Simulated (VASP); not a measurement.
# InP: single point with PBE

The system is InP.

```
In P
1.0
     0.00000    2.93050    2.93050
     2.93050    0.00000    2.93050
     2.93050    2.93050    0.00000
In P
1 1
Cartesian
  0.0000 0.0000 0.0000
  1.4652 1.4652 1.4652
```

```yaml
Program: VASP 6.6.1
Task: single point
Functional: PBE
Potentials_or_basis: VASP PAW PBE potentials, release 64 (In_d, P)
Cutoff: 500 eV
k_mesh: 3 × 3 × 3
Occupations: methfessel-paxton, width 0.1 eV
Spin: no spin polarisation
```

```json
{
  "Pressure": "4.1 GPa",
  "Band gap on the k mesh": "0.68 eV, direct"
}
```

Levels at points of the mesh, in eV from the valence-band top:
| k point | band 5 | band 6 | band 7 | band 8 | band 9 | band 10 | band 11 | band 12 | band 13 | band 14 |
| --- | --- | --- | --- | --- | --- | --- | --- | --- | --- | --- |
| (0.00, 0.00, 0.00) | -14.17 | -11.53 | 0.00 | 0.00 | 0.00 | 0.68 | 4.01 | 4.01 | 4.01 | 8.54 |

Wall time 4.7 s on 1 thread of Intel(R) Xeon(R) 6975P-C (Granite Rapids) (shared host), peak memory 0.16 GiB.

Caveat: the k points lie up to 0.62 Å⁻¹ apart; spin-orbit coupling is left out, which moves the levels of the heavy elements.
